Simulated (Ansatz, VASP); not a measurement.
Two plane-wave programs on SiC

```
Si C
1.0
     0.00000    2.11994    2.11994
     2.11994    0.00000    2.11994
     2.18961    2.18961   -0.06968
Si C
1 1
Direct
  0.00000 0.00000 0.00000
  0.75000 0.75000 0.75000
```

Alike in both runs: task single point; functional PBE; k mesh 12 × 12 × 12; occupations gaussian, width 0.05 eV; no spin polarisation.

```csv
,VASP,Ansatz
version,VASP 6.6.1,Ansatz 0.2.0
potentials or method,"VASP PAW PBE potentials, release 64 (Si, C), cutoff 520 eV","scalar-relativistic, plane waves, PAW"
valence electrons in the cell,8,8
```

Ansatz gave:

```
gap on the k mesh at the Fermi level (eV)                     : 1.18
least direct gap on the mesh (eV)                             : 4.28
pressure (GPa)                                                : 12.3
traceless stress, the component that is largest in VASP (GPa) : -9.28
rms of the force components (eV/Å)                            : 0.263
```

Problem. Which values does VASP return?

Solution. gap on the k mesh at the Fermi level (eV): 1.18; least direct gap on the mesh (eV): 4.28; pressure (GPa): 12.2; traceless stress, the component that is largest in VASP (GPa): -9.31; rms of the force components (eV/Å): 0.262.

Atom by atom the forces differ by 0.001 eV/Å (rms over components).
